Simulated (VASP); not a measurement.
SiC (Moissanite):

```
Si C
1.0
     3.07600    0.00000    0.00000
    -1.53800    2.66389    0.00000
     0.00000    0.00000    5.04800
Si C
2 2
Direct
  0.66667 0.33333 0.50000
  0.33333 0.66667 0.00000
  0.66667 0.33333 0.88500
  0.33333 0.66667 0.38500
```

Base run:

| Quantity | Value |
| --- | --- |
| Program | VASP 6.6.1 |
| Functional | PBE |
| Dispersion | D4 |
| Potentials or basis | VASP PAW PBE potentials, release 64 (Si, C) |
| Cutoff | 520 eV |
| k mesh | 10 × 10 × 5 |
| Occupations | fermi-dirac, width 0.05 eV |
| Spin | no spin polarisation |

Its results: band gap on the k mesh 2.48 eV, indirect (least direct gap 4.08 eV); pressure -0.6 GPa; largest force 0.739 eV/Å.

Task: After a change of settings the same cell gave: band gap on the k mesh 2.50 eV, indirect (least direct gap 4.10 eV); pressure -3.7 GPa; largest force 0.761 eV/Å. Which change was it?
A. dispersion from D4 to none; occupations from fermi-dirac, width 0.05 eV to gaussian, width 0.019 eV
B. functional from PBE to revPBE; dispersion from D4 to D3(BJ)
C. functional from PBE to BLYP; further incar settings from ALGO = Normal; EDIFF = 1e-06; NBANDS = 16 to ALGO = Normal; EDIFF = 1e-07; NBANDS = 16
D. dispersion from D4 to none; k mesh from 10 × 10 × 5 to 6 × 6 × 3

Result: B.

Caveats: the PAW data sets were made with another functional, which shifts forces and pressure a little (some runs).
